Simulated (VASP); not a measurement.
Here is a VASP 6.6.1 calculation.

File INCAR:

```
SYSTEM = I
PREC = Accurate ; ENCUT = 520
EDIFF = 1E-6 ; ISMEAR = -1
SIGMA = 0.05 ; LREAL = .False.
LASPH = .True. ; NELM = 60
ALGO = Normal ; ISIF = 2
LWAVE = .False. ; LCHARG = .False.
GGA = CA ; NBANDS = 10
```

File KPOINTS:

```
regular mesh
0
Gamma
  10 10 10
  0 0 0
```

POSCAR

```
I
1.0
    0.0000000000      2.3656004428      3.9098401324
    2.1922454667      0.0000000000      3.9098401324
    2.1922454667      2.3656004428      0.0000000000
I
1
Direct
    0.0000000000      0.0000000000      0.0000000000
```

Potentials or basis: VASP PAW LDA potentials, release 64 (I).

Launch:

```bash
$ cat potpaw_LDA.64/I/POTCAR > POTCAR
$ mpirun -np 1 vasp_std > vasp.out
```

(1) Predict the pressure.

Results:

(1) -2.3 GPa.

Caveat: an odd number of electrons without spin polarisation forces a metal; a magnetic or distorted state may lie lower.
